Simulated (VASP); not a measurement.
The system is Yb.

```xyz
1
Lattice="-2.1515 2.1515 2.1515 2.1515 -2.1515 2.1515 2.1515 2.1515 -2.1515" Properties=species:S:1:pos:R:3 pbc="T T T"
Yb    0.0000    0.0000    0.0000
```

This isn't the form of Yb at room conditions, which is fcc.

Base run:

- Program: VASP 6.6.1
- Functional: PBE
- Potentials or basis: VASP PAW PBE potentials, release 64 (Yb)
- Cutoff: 520 eV
- k mesh: 7 × 7 × 7
- Occupations: fermi-dirac, width 0.05 eV
- Spin: collinear spin, zero start
- Starting moments: [0.0] μB
- Fixed moment: 0 μB

Its results: pressure -1.7 GPa.

Question: The run is repeated on the same cell with these changes: functional from PBE to PBEsol. What comes out?

Answer: Pressure -4.2 GPa.

PBEsol binds more tightly than PBE, so the same cell stands under less pressure.

Caveats: the total moment is fixed, so each spin has its own Fermi level; the cell stands under tension (at least some runs); the PAW data sets were made with another functional, which shifts forces and pressure a little (at least some runs).
